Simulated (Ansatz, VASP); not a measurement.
**One calculation of MgO, two programs**

INCAR

```
PREC = Accurate ; ENCUT = 520
EDIFF = 1E-6 ; ISMEAR = 0
SIGMA = 0.05 ; LREAL = F
LASPH = T ; NELM = 80
ALGO = Normal ; ISIF = 2
LWAVE = F ; LCHARG = T
GGA = PE ; LELF = T
LVHAR = T ; NBANDS = 16
```

The input KPOINTS:

```
regular mesh
0
Gamma
  9 9 6
```

The input POSCAR:

```
MgO
1.0
    3.6270000000      0.0000000000      0.0000000000
   -1.8135000000      3.1410741395      0.0000000000
    0.0000000000      0.0000000000      4.1970000000
Mg O
2 2
Direct
    0.6666666667      0.3333333333      0.7500000000
    0.3333333333      0.6666666667      0.2500000000
    0.6666666667      0.3333333333      0.2500000000
    0.3333333333      0.6666666667      0.7500000000
```

Input for Ansatz:

```yaml
crystal:
  lattice:
    - [3.627, 0.0, 0.0]
    - [-1.8135, 3.1410741395, 0.0]
    - [0.0, 0.0, 4.197]
  atoms:
    - { symbol: Mg, position: [0.6666666667, 0.3333333333, 0.75] }
    - { symbol: Mg, position: [0.3333333333, 0.6666666667, 0.25] }
    - { symbol: O, position: [0.6666666667, 0.3333333333, 0.25] }
    - { symbol: O, position: [0.3333333333, 0.6666666667, 0.75] }
basis:
  ecutwfc: 520.0
kpoints:
  mp_grid: { grid: [9, 9, 6] }
hamiltonian:
  xc: pbe
  pseudopotentials: { kind: paw, azcp: { folder: soft_1 } }
scf:
  occupations: { method: gaussian, width: 0.05 }
output:
  forces: true
  stress: true
  eigenvalues: true
```

Alike in both runs: task single point; functional PBE; k mesh 9 × 9 × 6; occupations gaussian, width 0.05 eV; no spin polarisation.

|  | VASP | Ansatz |
| --- | --- | --- |
| version | VASP 6.6.1 | Ansatz 0.2.0 |
| potentials or method | VASP PAW PBE potentials, release 64 (Mg, O), cutoff 520 eV | scalar-relativistic, plane waves, PAW |
| valence electrons in the cell | 16 | 32 |

VASP gave:

* gap on the k mesh at the Fermi level (eV): 3.08
* least direct gap on the mesh (eV): 3.08
* pressure (GPa): -5.6
* traceless stress, the component that is largest in VASP (GPa): 2.96

**Question.** What did Ansatz give for the same quantities?

**Answer.** gap on the k mesh at the Fermi level (eV): 3.10; least direct gap on the mesh (eV): 3.10; pressure (GPa): -5.0; traceless stress, the component that is largest in VASP (GPa): 3.04.

The functional is the same, so the differences come from potentials, cutoffs and numerics. VASP's potentials hold 16 valence electrons a cell and Ansatz's 32, so a difference there can come from the potentials and not from the codes.
